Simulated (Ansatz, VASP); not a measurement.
Ge in VASP and in Ansatz

```xyz
2
Lattice="0.0000 2.8289 2.8289 2.8289 0.0000 2.8289 2.8289 2.8289 0.0000" Properties=species:S:1:pos:R:3 pbc="T T T"
Ge    4.2434    4.2434    4.2434
Ge    2.8289    2.8289    2.8289
```

Alike in both runs: task single point; functional BLYP; dispersion D4; k mesh 8 × 8 × 8; occupations fermi-dirac, width 0.05 eV; no spin polarisation.

|  | VASP | Ansatz |
| --- | --- | --- |
| version | VASP 6.6.1 | Ansatz 0.2.0 |
| potentials or method | VASP PAW PBE potentials, release 64 (Ge_d) | Ansatz PAW |
| plane-wave cutoff (eV) | 520 | 420 |
| valence electrons in the cell | 28 | 28 |

Ansatz gave:

```
gap on the k mesh at the Fermi level (eV) : none
pressure (GPa)                            : 2.7
```

Q: Which values does VASP return?

A: gap on the k mesh at the Fermi level (eV): none; pressure (GPa): 3.0.

VASP's potentials were made for PBE, not for BLYP. A gap of «none» marks a metal or a gap that the smearing closes.
